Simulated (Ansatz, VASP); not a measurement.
**Ca2C in VASP and in Ansatz**

```
CELL_PARAMETERS angstrom
0.00000 3.06471 3.06471
3.06471 0.00000 3.06471
3.06471 3.06471 0.00000
ATOMIC_POSITIONS crystal
C 0.00000 0.00000 0.00000
Ca 0.25000 0.25000 0.25000
Ca 0.75000 0.75000 0.75000
```

Alike in both runs: task single point; functional r2SCAN; k mesh 6 × 6 × 6; no spin polarisation.

|  | VASP | Ansatz |
| --- | --- | --- |
| version | VASP 6.6.1 | Ansatz 0.2.0 |
| potentials or method | VASP PAW PBE potentials, release 64 (C, Ca_sv) | plane waves, PAW |
| plane-wave cutoff (eV) | 520 | 500 |
| occupations | gaussian, width 0.01 eV | fixed |
| valence electrons in the cell | 24 | 24 |

```tsv
	VASP	Ansatz	Ansatz less VASP
gap on the k mesh at the Fermi level (eV)	0.33	0.34	+0.013
pressure (GPa)	4.5	4.0	-0.51
```

VASP's potentials were made for PBE, not for r2SCAN.
